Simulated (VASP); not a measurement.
# Ti3Al (P-6m2) in VASP: notebook

Runs on Ti3Al. Level: PBEsol. Tasks: single point.

Program: VASP 6.6.1. These are calculated values, not measurements. Logs are shortened: lines on timing, memory, paths and dates and some standing lists are left out, and cuts for length are marked.

**1. The cell of the first run**

It takes space group P-6m2 (No. 187, hexagonal). Conventional cell: a = 2.895 Å, b = 2.895 Å, c = 9.138 Å, α = 90.00°, β = 90.00°, γ = 120.00°. Ti (site symmetry -6m2) has 12 Ti at 2.78 to 2.90 Å within 3.7 Å. Within 3.7 Å of Ti (site symmetry 3m) lie 9 Ti at 2.78 to 2.90 Å and 3 Al at 2.88 Å. Al (site symmetry -6m2) has 6 Ti at 2.88 Å and 6 Al at 2.90 Å within 3.8 Å.

**2. Single point, PBEsol**

INCAR

```
SYSTEM = Ti3Al
ALGO = Fast
EDIFF = 1E-6
ENCUT = 520
GGA = PS
ISIF = 2
ISMEAR = 0
LASPH = .True.
LCHARG = .False.
LREAL = .False.
LWAVE = .False.
NBANDS = 28
NELM = 100
PREC = Accurate
SIGMA = 0.15
```

KPOINTS

```
k-points
0
Gamma
  15 15 6
  0 0 0
```

POSCAR

```
Ti3Al
1.0
    2.8954756449      0.0000000000      0.0000000000
   -1.4477378224      2.5075554645      0.0000000000
    0.0000000000      0.0000000000      9.1383350122
Ti Al
3 1
Direct
    0.6666666667      0.3333333333      0.0000000000
    0.3333333333      0.6666666667      0.7566446634
    0.3333333333      0.6666666667      0.2433553366
    0.6666666667      0.3333333333      0.5000000000
```

Potentials or basis: VASP PAW PBE potentials, release 64 (Ti_sv, Al).

The run is started by

```bash
cat potpaw_PBE.64/Ti_sv/POTCAR potpaw_PBE.64/Al/POTCAR > POTCAR
mpirun -np 1 vasp_std > vasp.out
```

OUTCAR:

```text
SYSTEM = Ti3Al
   EDIFF = 1E-6
   ENCUT = 520
   GGA = PS
   ISIF = 2
   ISMEAR = 0
   LASPH = .True.
   LREAL = .False.
   NELM = 100
   PREC = Accurate

 ion  position               nearest neighbor table
   1  0.667  0.333  0.000-   2 2.78   3 2.78   2 2.78   3 2.78   2 2.78   3 2.78
   2  0.333  0.667  0.757-   1 2.78   1 2.78   1 2.78   4 2.88   4 2.88   4 2.88
   3  0.333  0.667  0.243-   1 2.78   1 2.78   1 2.78   4 2.88   4 2.88   4 2.88
   4  0.667  0.333  0.500-   2 2.88   3 2.88   2 2.88   3 2.88   2 2.88   3 2.88

  LATTYP: Found a hexagonal cell.
 ALAT       =     2.8954756449
 C/A-ratio  =     3.1560738659

  Lattice vectors:

 A1 = (   2.8954756449,   0.0000000000,   0.0000000000)
 A2 = (  -1.4477378224,   2.5075554645,   0.0000000000)
 A3 = (   0.0000000000,   0.0000000000,   9.1383350122)

Analysis of symmetry for initial positions (statically):
=====================================================================
 Subroutine PRICEL returns:
 Original cell was already a primitive cell.

 Routine SETGRP: Setting up the symmetry group for a
 hexagonal supercell.

 Subroutine GETGRP returns: Found 12 space group operations
 (whereof 12 operations were pure point group operations)
 out of a pool of 24 trial point group operations.

The static configuration has the point symmetry D_3h.

Analysis of symmetry for dynamics (positions and initial velocities):
=====================================================================
 Subroutine PRICEL returns:
 Original cell was already a primitive cell.

 Routine SETGRP: Setting up the symmetry group for a
 hexagonal supercell.

 Subroutine GETGRP returns: Found 12 space group operations
 (whereof 12 operations were pure point group operations)
 out of a pool of 24 trial point group operations.

The dynamic configuration has the point symmetry D_3h.

 Subroutine INISYM returns: Found 12 space group operations
 (whereof 12 operations are pure point group operations),
 and found     1 'primitive' translations

----------------------------------------------------------------------------------------

                                     Primitive cell

  volume of cell :      66.3495

  direct lattice vectors                    reciprocal lattice vectors
     2.895475645  0.000000000  0.000000000     0.345366400  0.199397384  0.000000000
    -1.447737822  2.507555465  0.000000000     0.000000000  0.398794768  0.000000000
     0.000000000  0.000000000  9.138335012     0.000000000  0.000000000  0.109429125

  length of vectors
     2.895475645  2.895475645  9.138335012     0.398794768  0.398794768  0.109429125

  position of ions in fractional coordinates (direct lattice)
     0.666666667  0.333333333  0.000000000
     0.333333333  0.666666667  0.756644663
     0.333333333  0.666666667  0.243355337
     0.666666667  0.333333333  0.500000000

  ion indices of the primitive-cell ions
   primitive index   ion index
                 1           1
                 2           2
                 3           3
                 4           4

----------------------------------------------------------------------------------------

 KPOINTS: k-points

Automatic generation of k-mesh.
 Grid dimensions read from file:
 generate k-points for:   15   15    6

 Generating k-lattice:

  Cartesian coordinates                     Fractional coordinates (reciprocal lattice)
     0.023024427  0.013293159  0.000000000     0.066666667  0.000000000  0.000000000
     0.000000000  0.026586318  0.000000000     0.000000000  0.066666667  0.000000000
     0.000000000  0.000000000  0.018238187     0.000000000  0.000000000  0.166666667

  Length of vectors
     0.026586318  0.026586318  0.018238187

  Shift w.r.t. Gamma in fractional coordinates (k-lattice)
     0.000000000  0.000000000  0.000000000

 Subroutine IBZKPT returns following result:
 ===========================================

 Found    108 irreducible k-points:

 Following reciprocal coordinates:
            Coordinates               Weight
  0.000000  0.000000  0.000000      1.000000
  0.066667  0.000000  0.000000      6.000000
  0.133333  0.000000  0.000000      6.000000
  0.200000  0.000000  0.000000      6.000000
  0.266667  0.000000  0.000000      6.000000
  0.333333  0.000000  0.000000      6.000000
[... 16 lines left out ...]
  0.333333  0.200000  0.000000     12.000000
  0.400000  0.200000  0.000000      6.000000
 [... further k-points ...]
   k-points           NKPTS =    108   k-points in BZ     NKDIM =    108   number of bands    NBANDS=     28
   number of dos      NEDOS =    301   number of ions     NIONS =      4
   total plane-waves  NPLWV =  40320
   dimension x,y,z NGX =    24 NGY =   24 NGZ =   70
   dimension x,y,z NGXF=    48 NGYF=   48 NGZF=  140
   ions per type =               3   1
   NGX,Y,Z   is equivalent  to a cutoff of  13.78, 13.78, 12.73 a.u.
   NGXF,Y,Z  is equivalent  to a cutoff of  27.56, 27.56, 25.47 a.u.
 SYSTEM =  Ti3Al
   PREC   = accura    normal or accurate (medium, high low for compatibility)
   ISTART =      0    job   : 0-new  1-cont  2-samecut
   ICHARG =      2    charge: 1-file 2-atom 10-const
   ISPIN  =      1    spin polarized calculation?
   LNONCOLLINEAR =      F non collinear calculations
   LSORBIT =      F    spin-orbit coupling
   LASPH  =      T    aspherical Exc in radial PAW
   ENCUT  =  520.0 eV  38.22 Ry    6.18 a.u.   5.38  5.38 16.99*2*pi/ulx,y,z
   NELM   =    100;   NELMIN=  2; NELMDL= -5     # of ELM steps
   EDIFF  = 0.1E-05   stopping-criterion for ELM
   LREAL  =      F    real-space projection
   EDIFFG = 0.1E-04   stopping-criterion for IOM
   NSW    =      0    number of steps for IOM
   IBRION =     -1    ionic relax: 0-MD 1-quasi-New 2-CG
   NFREE  =      0    steps in history (QN), initial steepest desc. (CG)
   ISIF   =      2    stress and relaxation
   ISYM   =      2    0-nonsym 1-usesym 2-fastsym
   POTIM  = 0.5000    time-step for ionic-motion
   TEBEG  =    0.0;   TEEND  =   0.0 temperature during run
   PSTRESS=    0.0 pullay stress
   NELECT =      39.0000    total number of electrons
   NUPDOWN=      -1.0000    fix difference up-down
   EMIN   =  10.00;   EMAX   =-10.00  energy-range for DOS
   EFERMI =   0.00;   METHOD = LEGACY
   ISMEAR =     0;   SIGMA  =   0.15  broadening in eV -4-tet -1-fermi 0-gaus
   EFERMI_NEDOS =   21; number of points for ismear=-14 and -15
   IALGO  =     68    algorithm
   IMIX   =      4    mixing-type and parameters
     AMIX     =   0.40;   BMIX     =  1.00
     AMIX_MAG =   1.60;   BMIX_MAG =  1.00
  volume/ion in A,a.u.               =      16.59       111.94
  Fermi-wavevector in a.u.,A,eV,Ry     =   1.371357  2.591489 25.587388  1.880620
  Thomas-Fermi vector in A             =   2.497061
   LORBIT       =      0    0 simple, 1 ext, 2 COOP (PROOUT), +10 PAW based schemes
   GGA     = PS    functional components
   LHFCALC =     F    Hartree Fock is set to
   AEXX    =    0.0000 exact exchange contribution
   IVDW    =     0    specifies the selected vdW correction
   LEPSILON=     F    determine dielectric tensor
   LRPA    =     F    only Hartree local field effects (RPA)
 non-spin polarized calculation
 RMM-DIIS sequential band-by-band and
 Gauss-broadening in eV      SIGMA  =   0.15
  energy-cutoff  :      520.00
  volume of cell :       66.35
 maximum number of plane-waves:      1828
 NGX is ok and might be reduce to    24

 number of electron      38.9999991 magnetization

 Free energy of the ion-electron system (eV)
  ---------------------------------------------------
  ext. energy  EPLUGINS =         0.00000000
  ---------------------------------------------------
  free energy    TOTEN  =       -29.62179561 eV

  energy without entropy =      -29.58223342  energy(sigma->0) =      -29.60201451

 E-fermi :   8.2173     XC(G=0): -11.4525

 val. band max:        8.2139273143   @ k =   0.2667   0.2667   0.0000
 cond. band min:       8.2248236902   @ k =   0.2667   0.1333   0.0000
 fundamental gap:      0.0108963760
 Fermi energy:         8.2172934878

 k-point     1 :       0.0000    0.0000    0.0000
  band No.  band energies     occupation
      1     -48.2192      2.00000
      2     -48.1724      2.00000
      3     -48.0585      2.00000
      4     -24.8971      2.00000
      5     -24.6074      2.00000
      6     -24.2256      2.00000
[... 20 lines left out ...]
     27      10.3639      0.00000
     28      11.0930      0.00000

 k-point     2 :       0.0667    0.0000    0.0000
  band No.  band energies     occupation
      1     -48.2142      2.00000
      2     -48.1686      2.00000
      3     -48.0561      2.00000
      4     -24.8883      2.00000
      5     -24.6080      2.00000
      6     -24.2511      2.00000
[... 20 lines left out ...]
     27      10.3198      0.00000
     28      11.0423      0.00000

 k-point     3 :       0.1333    0.0000    0.0000
  band No.  band energies     occupation
      1     -48.1999      2.00000
      2     -48.1581      2.00000
      3     -48.0493      2.00000
      4     -24.8633      2.00000
      5     -24.6124      2.00000
      6     -24.3227      2.00000
[... 20 lines left out ...]
     27      10.2397      0.00000
     28      11.0044      0.00000

 k-point     4 :       0.2000    0.0000    0.0000
  band No.  band energies     occupation
      1     -48.1785      2.00000
      2     -48.1426      2.00000
      3     -48.0396      2.00000
      4     -24.8271      2.00000
      5     -24.6290      2.00000
      6     -24.4162      2.00000
[... 578 lines left out ...]
     27      11.2283      0.00000
     28      11.3934      0.00000

 k-point    23 :       0.3333    0.2000    0.0000
  band No.  band energies     occupation
      1     -48.0873      2.00000
      2     -48.0819      2.00000
      3     -48.0094      2.00000
      4     -24.7691      2.00000
      5     -24.7672      2.00000
      6     -24.6609      2.00000
[... 20 lines left out ...]
     27      11.2059      0.00000
     28      11.6487      0.00000

 k-point    24 :       0.4000    0.2000    0.0000
  band No.  band energies     occupation
      1     -48.0820      2.00000
      2     -48.0788      2.00000
      3     -48.0085      2.00000
      4     -24.7799      2.00000
      5     -24.7716      2.00000
      6     -24.6664      2.00000
[... 20 lines left out ...]
     27      11.1907      0.00000
     28      11.9122      0.00000

 [... further k-points ...]

------------------------ aborting loop because EDIFF is reached ----------------------------------------

  FORCE on cell =-STRESS in cart. coord.  units (eV):
  Direction    XX          YY          ZZ          XY          YZ          ZX
  --------------------------------------------------------------------------------------
  -------------------------------------------------------------------------------------
  Total        0.0867603      0.0867603     -0.0980420      0.0000000      0.0000000      0.0000000
  in kB        2.0950488      2.0950488     -2.3674738      0.0000000      0.0000000      0.0000000
  external PRESSURE =       0.6075413 kB  Pullay stress =       0.0000000 kB

 VOLUME and BASIS-vectors are now :
 -----------------------------------------------------------------------------
  energy-cutoff  :      520.00
  volume of cell :       66.35
      direct lattice vectors                 reciprocal lattice vectors
     2.895475645  0.000000000  0.000000000     0.345366400  0.199397384  0.000000000
    -1.447737822  2.507555465  0.000000000     0.000000000  0.398794768  0.000000000
     0.000000000  0.000000000  9.138335012     0.000000000  0.000000000  0.109429125

 POSITION                                       TOTAL-FORCE (eV/Angst)
 -----------------------------------------------------------------------------------
      1.44774      0.83585      0.00000        -0.000000     -0.000000      0.000000
     -0.00000      1.67170      6.91447         0.000000     -0.000000     -0.411683
     -0.00000      1.67170      2.22386        -0.000000      0.000000      0.411683
      1.44774      0.83585      4.56917        -0.000000     -0.000000      0.000000
 -----------------------------------------------------------------------------------
    total drift:                                0.000000     -0.000000      0.000000

  FREE ENERGIE OF THE ION-ELECTRON SYSTEM (eV)
  ---------------------------------------------------
  free  energy   TOTEN  =       -29.6217956108 eV

  energy  without entropy=      -29.5822334165  energy(sigma->0) =      -29.60201451
```

Run time: 4.9 min. Hardware: 1 thread of Intel Xeon 6975P-C (Granite Rapids), shared host; peak memory 0.31 GiB.

What came out:

| Property | Result |
| --- | --- |
| Free energy | -29.6218 eV |
| Pressure | 0.1 GPa |
| Largest force | 0.412 eV/Å |
| Band gap on the k mesh | zero (an odd number of electrons rules out a gap without spin polarisation) |

Forces in eV/Å, atoms in the order of the input:
```
Ti   0.000  0.000  0.000
Ti   0.000  0.000 -0.412
Ti   0.000  0.000  0.412
Al   0.000  0.000  0.000
```

Caveat: the PAW data sets were made with another functional, which shifts forces and pressure a little.

**3. Single point, PBEsol**

This run uses another cell than the first one, of the same volume but with other edges.

INCAR

```
SYSTEM = Ti3Al
PREC = Accurate
ENCUT = 550
EDIFF = 1E-6
ISMEAR = 0
SIGMA = 0.15
LREAL = .FALSE.
LASPH = .TRUE.
NELM = 300
ALGO = All
ISIF = 2
LWAVE = .FALSE.
LCHARG = .TRUE.
GGA = PS
LVHAR = .TRUE.
NBANDS = 28
GGA_COMPAT = .FALSE.
ISEARCH = 1
KPAR = 4
```

KPOINTS

```
Automatic mesh
0
G
  15 15 6
  0 0 0
```

POSCAR

```
Ti3Al
1.0
    2.9488768782      0.0000000000      0.0000000000
   -1.4744384391      2.5538022892      0.0000000000
    0.0000000000      0.0000000000      8.8103594491
Ti Al
3 1
Direct
    0.6666666667      0.3333333333      0.0000000000
    0.3333333333      0.6666666667      0.7566446634
    0.3333333333      0.6666666667      0.2433553366
    0.6666666667      0.3333333333      0.5000000000
```

Potentials or basis: VASP PAW PBE potentials, release 64 (Ti_sv, Al).

The run is started by

```bash
cat potpaw_PBE.64/Ti_sv/POTCAR potpaw_PBE.64/Al/POTCAR > POTCAR
mpirun -np 4 vasp_std > vasp.out
```

Wall time 90 s (4 MPI ranks of AMD EPYC 7R43 (Zen 3), shared host); peak memory 0.46 GiB.

The run converged. Its results:

```
Free energy            : -29.5574 eV
Pressure               : 0.7 GPa
Largest force          : 0.389 eV/Å
Band gap on the k mesh : zero (an odd number of electrons rules out a gap without spin polarisation)
```

Forces on the atoms (eV/Å):
```
Ti   0.000  0.000  0.000
Ti   0.000  0.000 -0.389
Ti   0.000  0.000  0.389
Al   0.000  0.000  0.000
```

Stress tensor (GPa, compression positive):
```
-2.28  0.00  0.00
 0.00 -2.28  0.00
 0.00  0.00  6.61
```

Levels at points of the mesh, in eV from the Fermi level:
```tsv
k point	band 17	band 18	band 19	band 20	band 21	band 22	band 23	band 24
(0.00, 0.00, 0.00)	-0.51	0.66	0.66	0.73	0.73	1.13	1.24	1.24
(0.00, 0.00, 0.50)	-0.89	0.67	0.67	0.72	0.72	0.99	1.25	1.25
```

Caveat: the stress differs along the axes, from -2 to 7 GPa; the PAW data sets were made with another functional, which shifts forces and pressure a little.
